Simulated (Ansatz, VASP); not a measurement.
**Two plane-wave programs on CdO**

The input POSCAR:

```
CdO
1.0
    2.3059588850      2.3059588850      0.0000000000
   -2.3059588850      2.3059588850      0.0000000000
    0.0000000000      0.0000000000      4.6119177699
Cd O
2 2
Direct
    0.0000000000      0.0000000000      0.0000000000
    0.5000000000      0.5000000000      0.5000000000
    0.5000000000      0.5000000000      0.0000000000
    0.0000000000      0.0000000000      0.5000000000
```

INCAR.step1

```
PREC     = Accurate       # precision mode
ENCUT    = 660            # plane-wave cutoff, eV
ISMEAR   = 0              # smearing method
SIGMA    = 0.1            # smearing width, eV
LREAL    = False          # projectors in reciprocal space
LASPH    = True           # aspherical terms in the spheres
NELM     = 120            # most SCF steps
NBANDS   = 26             # bands
GGA      = PE             # functional
ALGO     = Normal         # electronic algorithm
EDIFF    = 1E-5           # SCF threshold, eV
LWAVE    = True           # write WAVECAR
LCHARG   = False          # write CHGCAR
GGA_COMPAT= False
```

The input INCAR.step2:

```
PREC     = Accurate       # precision mode
ENCUT    = 660            # plane-wave cutoff, eV
EDIFF    = 1E-6           # SCF threshold, eV
ISMEAR   = 0              # smearing method
SIGMA    = 0.1            # smearing width, eV
LREAL    = False          # projectors in reciprocal space
LASPH    = True           # aspherical terms in the spheres
NELM     = 120            # most SCF steps
ALGO     = Normal         # electronic algorithm
ISIF     = 2              # what is computed and relaxed
LWAVE    = False          # write WAVECAR
LCHARG   = False          # write CHGCAR
METAGGA  = R2SCAN         # meta-GGA
LMIXTAU  = True         
NBANDS   = 26             # bands
ISTART   = 1            
GGA_COMPAT= False
```

File KPOINTS:

```
regular mesh
0
Gamma
  16 16 12
```

Input for Ansatz:

```yaml
crystal:
  lattice:
    - [2.305958885, 2.305958885, 0.0]
    - [-2.305958885, 2.305958885, 0.0]
    - [0.0, 0.0, 4.6119177699]
  atoms:
    - { symbol: Cd, position: [0.0, 0.0, 0.0] }
    - { symbol: Cd, position: [0.5, 0.5, 0.5] }
    - { symbol: O, position: [0.5, 0.5, 0.0] }
    - { symbol: O, position: [0.0, 0.0, 0.5] }
basis:
  ecutwfc: 500
kpoints:
  mp_grid: { grid: [16, 16, 12] }
  band_path: { path: [VBM, CBM], npoints: 2 }
hamiltonian:
  xc: r2scan
scf:
  occupations: { method: gaussian, width: 0.1 }
output:
  forces: true
  stress: true
  eigenvalues: true
checkpoint:
  read: start.run
  write: ck
  compress: false
  write_wavefunctions: false
  write_every: 100000
```

Alike in both runs: task single point; functional r2SCAN; k mesh 16 × 16 × 12; occupations gaussian, width 0.1 eV; no spin polarisation.

```csv
,VASP,Ansatz
version,VASP 6.6.1,Ansatz 0.2.0
potentials or method,"VASP PAW PBE potentials, release 64 (Cd, O), cutoff 660 eV","scalar-relativistic, plane waves, PAW"
valence electrons in the cell,36,52
```

Ansatz gave:

* gap on the k mesh at the Fermi level (eV): 0.23
* least direct gap on the mesh (eV): 1.85
* pressure (GPa): 10.4

Task: Estimate VASP's values.

Result: gap on the k mesh at the Fermi level (eV): 0.19; least direct gap on the mesh (eV): 1.79; pressure (GPa): 12.5.

VASP's potentials were made for PBE, not for r2SCAN. VASP's potentials hold 36 valence electrons a cell and Ansatz's 52, so a difference there can come from the potentials and not from the codes.
